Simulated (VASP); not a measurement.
Here is a VASP 6.6.1 calculation.

INCAR

```
PREC = Accurate
ENCUT = 520
EDIFF = 1E-6
ISMEAR = -1
SIGMA = 0.05
LREAL = False
LASPH = True
NELM = 80
ALGO = Normal
ISIF = 2
LWAVE = False
LCHARG = False
GGA = PE
IVDW = 13
NBANDS = 16
```

File KPOINTS:

```
Automatic mesh
0
Gamma
  8 8 8
```

File POSCAR:

```
GaP
1.0
    0.0000000000      2.6884177822      2.6884177822
    2.6884177822      0.0000000000      2.6884177822
    2.6884177822      2.6884177822      0.0000000000
Ga P
1 1
Direct
    0.0000000000      0.0000000000      0.0000000000
    0.7500000000      0.7500000000      0.7500000000
```

Potentials or basis: VASP PAW PBE potentials, release 64 (Ga_d, P).

The run is started by

```console
$ cat potpaw_PBE.64/Ga_d/POTCAR potpaw_PBE.64/P/POTCAR > POTCAR
$ mpirun -np 1 vasp_std > vasp.out
```

Estimate the band gap on the k mesh.

1.57 eV, indirect (least direct gap 2.17 eV).

What does it give for the dispersion energy per atom?

-0.430 eV.

Predict the pressure.

2.8 GPa.

**The experiment to reproduce.**

From “Stacking defects in GaP nanowires: Electronic structure and optical properties”, 2018, arxiv:1810.01194, for a bulk crystal of GaP at 10 K: band gap 2.34 eV (indirect).

Measured gap of GaP: 2.34 eV (indirect; 10 K; quoted in “Stacking defects in GaP nanowires: Electronic structure and optical properties”, 2018, arxiv:1810.01194). This calculation gives 1.57 eV (-0.77 eV). Spin-orbit coupling on Ga is left out. The value is that of PBE+D4 on a finite k mesh, which can miss the band edges, without temperature or zero-point motion. Semilocal functionals fall short of measured gaps as a rule.
